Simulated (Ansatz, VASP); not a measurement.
**Two plane-wave programs on GaP**

```xyz
4
Lattice="1.7721 1.0231 6.6441 -1.7721 1.0231 6.6441 0.0000 -2.0463 6.6441" Properties=species:S:1:pos:R:3 pbc="T T T"
Ga    0.0000    0.0000    8.6900
Ga    0.0000    0.0000   11.2422
P     0.0000    0.0000    1.1568
P     0.0000    0.0000   18.7755
```

Alike in both runs: task single point; functional LDA; k mesh 9 × 9 × 9; occupations gaussian, width 0.05 eV; no spin polarisation.

|  | VASP | Ansatz |
| --- | --- | --- |
| version | VASP 6.6.1 | Ansatz 0.2.0 |
| potentials or method | VASP PAW LDA potentials, release 64 (Ga_d, P), cutoff 520 eV | scalar-relativistic, plane waves, PAW |
| valence electrons in the cell | 36 | 36 |

```csv
,VASP,Ansatz,Ansatz less VASP
gap on the k mesh at the Fermi level (eV),none,none,-
pressure (GPa),10.0,9.8,-0.12
"traceless stress, the component that is largest in VASP (GPa)",-18.36,-18.28,+0.076
rms of the force components (eV/Å),0.710,0.700,-0.0100
```

Ansatz warns that its potentials were made for another functional, while VASP's fit it. LDA's correlation is that of Perdew and Zunger in VASP and of Perdew and Wang (1992) in Ansatz. Atom by atom the forces differ by 0.012 eV/Å (rms over components). A gap of «none» marks a metal or a gap that the smearing closes.
